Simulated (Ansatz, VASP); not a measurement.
## One calculation of C, two programs

Contents of INCAR:

```
SYSTEM = C
ALGO     = Normal         ! electronic algorithm
EDIFF    = 1E-6           ! SCF threshold, eV
ENCUT    = 600            ! plane-wave cutoff, eV
GGA      = PE             ! functional
GGA_COMPAT= .False.      
ISIF     = 2              ! what is computed and relaxed
ISMEAR   = -1             ! smearing method
LASPH    = .True.         ! aspherical terms in the spheres
LCHARG   = .False.        ! write CHGCAR
LREAL    = Auto         
LWAVE    = .False.        ! write WAVECAR
NBANDS   = 86             ! bands
NELM     = 120            ! most SCF steps
PREC     = Accurate       ! precision mode
SIGMA    = 0.01           ! smearing width, eV
```

Contents of KPOINTS:

```
k-points
0
Gamma
  1 1 1
  0 0 0
```

The input POSCAR:

```
C
1.0
   -3.5716218700      3.5716218700      3.5716218700
    3.5716218700     -3.5716218700      3.5716218700
    3.5716218700      3.5716218700     -3.5716218700
C
32
Direct
    0.0000000000      0.0000000000      0.0000000000
    0.0000000000      0.2500000000      0.7500000000
    0.0000000000      0.5000000000      0.5000000000
    0.0000000000      0.7500000000      0.2500000000
    0.2500000000      0.0000000000      0.7500000000
    0.2500000000      0.2500000000      0.5000000000
    0.2500000000      0.5000000000      0.2500000000
    0.2500000000      0.7500000000      0.0000000000
    0.5000000000      0.0000000000      0.5000000000
    0.5000000000      0.2500000000      0.2500000000
    0.5000000000      0.5000000000      0.0000000000
    0.5000000000      0.7500000000      0.7500000000
    0.7500000000      0.0000000000      0.2500000000
    0.7500000000      0.2500000000      0.0000000000
    0.7500000000      0.5000000000      0.7500000000
    0.7500000000      0.7500000000      0.5000000000
    0.0000000000      0.0000000000      0.7500000000
    0.0000000000      0.2500000000      0.5000000000
    0.0000000000      0.5000000000      0.2500000000
    0.0000000000      0.7500000000      0.0000000000
    0.2500000000      0.0000000000      0.5000000000
    0.2500000000      0.2500000000      0.2500000000
    0.2500000000      0.5000000000      0.0000000000
    0.2500000000      0.7500000000      0.7500000000
    0.5000000000      0.0000000000      0.2500000000
    0.5000000000      0.2500000000      0.0000000000
    0.5000000000      0.5000000000      0.7500000000
    0.5000000000      0.7500000000      0.5000000000
    0.7500000000      0.0000000000      0.0000000000
    0.7500000000      0.2500000000      0.7500000000
    0.7500000000      0.5000000000      0.5000000000
    0.7500000000      0.7500000000      0.2500000000
```

Input for Ansatz:

```yaml
crystal:
  lattice:
    - [-3.57162187, 3.57162187, 3.57162187]
    - [3.57162187, -3.57162187, 3.57162187]
    - [3.57162187, 3.57162187, -3.57162187]
  atoms:
    - { symbol: C, position: [0.0, 0.0, 0.0] }
    - { symbol: C, position: [0.0, 0.25, 0.75] }
    - { symbol: C, position: [0.0, 0.5, 0.5] }
    - { symbol: C, position: [0.0, 0.75, 0.25] }
    - { symbol: C, position: [0.25, 0.0, 0.75] }
    - { symbol: C, position: [0.25, 0.25, 0.5] }
    - { symbol: C, position: [0.25, 0.5, 0.25] }
    - { symbol: C, position: [0.25, 0.75, 0.0] }
    - { symbol: C, position: [0.5, 0.0, 0.5] }
    - { symbol: C, position: [0.5, 0.25, 0.25] }
    - { symbol: C, position: [0.5, 0.5, 0.0] }
    - { symbol: C, position: [0.5, 0.75, 0.75] }
    - { symbol: C, position: [0.75, 0.0, 0.25] }
    - { symbol: C, position: [0.75, 0.25, 0.0] }
    - { symbol: C, position: [0.75, 0.5, 0.75] }
    - { symbol: C, position: [0.75, 0.75, 0.5] }
    - { symbol: C, position: [0.0, 0.0, 0.75] }
    - { symbol: C, position: [0.0, 0.25, 0.5] }
    - { symbol: C, position: [0.0, 0.5, 0.25] }
    - { symbol: C, position: [0.0, 0.75, 0.0] }
    - { symbol: C, position: [0.25, 0.0, 0.5] }
    - { symbol: C, position: [0.25, 0.25, 0.25] }
    - { symbol: C, position: [0.25, 0.5, 0.0] }
    - { symbol: C, position: [0.25, 0.75, 0.75] }
    - { symbol: C, position: [0.5, 0.0, 0.25] }
    - { symbol: C, position: [0.5, 0.25, 0.0] }
    - { symbol: C, position: [0.5, 0.5, 0.75] }
    - { symbol: C, position: [0.5, 0.75, 0.5] }
    - { symbol: C, position: [0.75, 0.0, 0.0] }
    - { symbol: C, position: [0.75, 0.25, 0.75] }
    - { symbol: C, position: [0.75, 0.5, 0.5] }
    - { symbol: C, position: [0.75, 0.75, 0.25] }
basis:
  ecutwfc: 420.0
  ecutrho_ratio: 4
  xc_grid: 2
  fft_grid_basis: typed
  precision: f64
kpoints:
  mp_grid: { grid: [1, 1, 1] }
hamiltonian:
  pseudopotentials: { kind: paw, azcp: { folder: soft_1 } }
scf:
  max_iter: 60
  self_checks: high
  occupations: { method: fermi_dirac, width: 0.01 }
checkpoint:
  write: "../host.s2.run"
  compress: false
  write_wavefunctions: true
  write_every: 100000
```

Alike in both runs: task single point; functional PBE; k mesh 1 × 1 × 1; occupations fermi-dirac, width 0.01 eV; no spin polarisation.

|  | VASP | Ansatz |
| --- | --- | --- |
| version | VASP 6.6.1 | Ansatz 0.2.0 |
| potentials or method | VASP PAW PBE potentials, release 64 (C), cutoff 600 eV | plane-wave PAW DFT |
| valence electrons in the cell | 128 | 128 |

|  | VASP | Ansatz | Ansatz less VASP |
| --- | --- | --- | --- |
| gap on the k mesh at the Fermi level (eV) | 4.72 | 4.73 | +0.009 |

The k mesh is coarse, so the values compare programs but aren't converged.
